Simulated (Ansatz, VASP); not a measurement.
## C in VASP and in Ansatz

INCAR

```
SYSTEM = C
PREC = Accurate
ENCUT = 520
EDIFF = 1E-6
ISMEAR = -1
SIGMA = 0.05
LREAL = .False.
LASPH = .True.
NELM = 100
ALGO = Normal
ISIF = 2
LWAVE = .False.
LCHARG = .False.
GGA = RE
IVDW = 12
NBANDS = 11
```

The input KPOINTS:

```
regular mesh
0
Gamma
  13 13 13
  0 0 0
```

The input POSCAR:

```
C
1.0
    0.0000000000      1.7469644787      1.7469644787
    1.7469644787      0.0000000000      1.7469644787
    1.7469644787      1.7469644787      0.0000000000
C
2
Direct
    0.7500000000      0.7500000000      0.7500000000
    0.5000000000      0.5000000000      0.5000000000
```

Contents of input.yaml:

```yaml
crystal:
  lattice:
    - [0.0, 1.7469644787, 1.7469644787]
    - [1.7469644787, 0.0, 1.7469644787]
    - [1.7469644787, 1.7469644787, 0.0]
  atoms:
    - { symbol: C, position: [0.75, 0.75, 0.75] }
    - { symbol: C, position: [0.5, 0.5, 0.5] }
hamiltonian:
  xc: revpbe
  pseudopotentials: { kind: paw }
  dispersion: d3bj
kpoints:
  mp_grid: { grid: [13, 13, 13] }
scf:
  occupations: { method: fermi_dirac, width: 0.05 }
output:
  forces: true
  stress: true
  eigenvalues: true
  write_density: true
  write_potential: true
  elf: true
  volumetric_format: npy
```

Alike in both runs: task single point; functional revPBE; dispersion D3(BJ); k mesh 13 × 13 × 13; occupations fermi-dirac, width 0.05 eV; no spin polarisation.

```csv
,VASP,Ansatz
version,VASP 6.6.1,Ansatz 0.2.0
potentials or method,"VASP PAW PBE potentials, release 64 (C)",Ansatz PAW
plane-wave cutoff (eV),520,420
valence electrons in the cell,8,8
```

|  | VASP | Ansatz | Ansatz less VASP |
| --- | --- | --- | --- |
| gap on the k mesh at the Fermi level (eV) | 4.26 | 4.28 | +0.012 |
| least direct gap on the mesh (eV) | 5.76 | 5.77 | +0.010 |
| pressure (GPa) | 25.7 | 24.8 | -0.83 |

VASP's potentials were made for PBE, not for revPBE.

Noted on Ansatz's run: odd divisions of the mesh miss points on the zone boundary, where band edges often lie, so the gap on the mesh can be too wide.
